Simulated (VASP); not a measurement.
WC: single point with PBEsol

The system is WC.

```
W C
1.0
     2.93867    0.00000    0.00000
    -1.46934    2.54496    0.00000
     0.00000    0.00000    2.86623
W C
1 1
Direct
  0.00000 0.00000 0.00000
  0.66667 0.33333 0.50000
```

This cell differs from its parent crystal: volume scaled by 1.04.

| Quantity | Value |
| --- | --- |
| Program | VASP 6.6.1 |
| Task | single point |
| Functional | PBEsol |
| Potentials or basis | VASP PAW PBE potentials, release 64 (W_sv, C) |
| Cutoff | 520 eV |
| k mesh | 13 × 13 × 12 |
| Occupations | fermi-dirac, width 0.05 eV |
| Spin | no spin polarisation |

```json
{"Pressure": "-14.4 GPa", "Band gap on the k mesh": "zero (band 9 reaches 11.13 eV, above the bottom of band 10 at 9.91 eV)"}
```

Stress tensor (GPa, compression positive):
```
-13.63   0.00   0.00
  0.00 -13.63   0.00
  0.00   0.00 -15.97
```

Levels at points of the mesh, in eV from the Fermi level:
| k point | band 7 | band 8 | band 9 | band 10 | band 11 | band 12 |
| --- | --- | --- | --- | --- | --- | --- |
| (0.00, 0.00, 0.00) | -3.20 | -3.20 | 0.12 | 3.08 | 3.08 | 5.48 |
| (0.00, 0.00, 0.50) | -1.93 | -1.93 | -0.56 | -0.56 | 3.57 | 4.44 |

It took 15 s on 1 thread of Intel(R) Xeon(R) 6975P-C (Granite Rapids) (shared host), peak memory 0.17 GiB.

Caveat: the PAW data sets were made with another functional, which shifts forces and pressure a little; spin-orbit coupling is left out, which moves the levels of the heavy elements.
